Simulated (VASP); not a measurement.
Here is a VASP 6.6.1 calculation.

The input INCAR:

```
SYSTEM = Ga3Sb
ALGO = Fast ; EDIFF = 1E-6
ENCUT = 520 ; GGA = PE
ISIF = 2 ; ISMEAR = 0
IVDW = 12 ; LASPH = .True.
LCHARG = .False. ; LREAL = .False.
LWAVE = .False. ; NBANDS = 30
NELM = 60 ; PREC = Accurate
SIGMA = 0.1
```

Contents of KPOINTS:

```
k-points
0
Gamma
  14 14 14
  0 0 0
```

File POSCAR:

```
Ga3Sb
1.0
   -2.1689570462      2.1689570462      3.9036309277
    2.1689570462     -2.1689570462      3.9036309277
    2.1689570462      2.1689570462     -3.9036309277
Ga Sb
3 1
Direct
    0.7500000000      0.2500000000      0.5000000000
    0.2500000000      0.7500000000      0.5000000000
    0.5000000000      0.5000000000      0.0000000000
    0.0000000000      0.0000000000      0.0000000000
```

Potentials or basis: VASP PAW PBE potentials, release 64 (Ga_d, Sb).

Command:

```sh
$ cat potpaw_PBE.64/Ga_d/POTCAR potpaw_PBE.64/Sb/POTCAR > POTCAR
$ mpirun -np 1 vasp_std > vasp.out
```

Question: Predict the pressure.

Answer: 9.0 GPa.

Question: Estimate the band gap on the k mesh.

Answer: Zero (bands 22 and 23 overlap by 5.18 eV).

Caveat: the cell stands under pressure; spin-orbit coupling is left out, which moves the levels of the heavy elements.
